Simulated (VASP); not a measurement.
Input of a VASP 6.6.1 run:

File INCAR:

```
SYSTEM = Ge15Au
PREC = Accurate ; ENCUT = 520
EDIFF = 1E-6 ; ISMEAR = 0
SIGMA = 0.05 ; LREAL = Auto
LASPH = .True. ; NELM = 150
ALGO = Normal ; ISIF = 2
LWAVE = .False. ; LCHARG = .True.
LMAXMIX = 4 ; LDAU = .True.
LDAUTYPE = 2 ; LDAUL = 2 -1
LDAUU = 5 0 ; LDAUJ = 0 0
LDAUPRINT = 1 ; GGA = PS
LELF = .True. ; LVHAR = .True.
NBANDS = 124
```

KPOINTS

```
regular mesh
0
Gamma
  3 3 3
  0 0 0
```

File POSCAR:

```
Ge15Au
1.0
    0.0000000000      5.6575400000      5.6575400000
    5.6575400000      0.0000000000      5.6575400000
    5.6575400000      5.6575400000      0.0000000000
Au Ge
1 15
Direct
    0.0000000000      0.0000000000      1.0000000000
    0.9996764217      0.9996764217      0.5003235783
    0.9996764217      0.5003235783      0.9996764217
    0.9996764217      0.5003235783      0.5003235783
    0.5003235783      0.9996764217      0.9996764217
    0.5003235783      0.9996764217      0.5003235783
    0.5003235783      0.5003235783      0.9996764217
    0.5000000000      0.5000000000      0.5000000000
    0.1260151289      0.1260151289      0.1260151289
    0.1260151289      0.1260151289      0.6219546133
    0.1260151289      0.6219546133      0.1260151289
    0.1253411579      0.6248862807      0.6248862807
    0.6219546133      0.1260151289      0.1260151289
    0.6248862807      0.1253411579      0.6248862807
    0.6248862807      0.6248862807      0.1253411579
    0.6248862807      0.6248862807      0.6248862807
```

Potentials or basis: VASP PAW PBE potentials, release 64 (Au, Ge_d).

Launch:

```sh
$ cat potpaw_PBE.64/Au/POTCAR potpaw_PBE.64/Ge_d/POTCAR > POTCAR
$ mpirun -np 1 vasp_std > vasp.out
```

(1) Predict the pressure.

(2) What does it give for the band gap on the k mesh?

(3) What does it give for the largest force?

## Answers

(1) 1.0 GPa.

(2) zero (an odd number of electrons rules out a gap without spin polarisation).

(3) 0.149 eV/Å.

Caveat: the PAW data sets were made with another functional, which shifts forces and pressure a little; spin-orbit coupling is left out, which moves the levels of the heavy elements; an odd number of electrons without spin polarisation forces a metal; a magnetic or distorted state may lie lower; U without spin polarisation on a metal has little footing; the U is typed as a test and isn't derived for this compound.
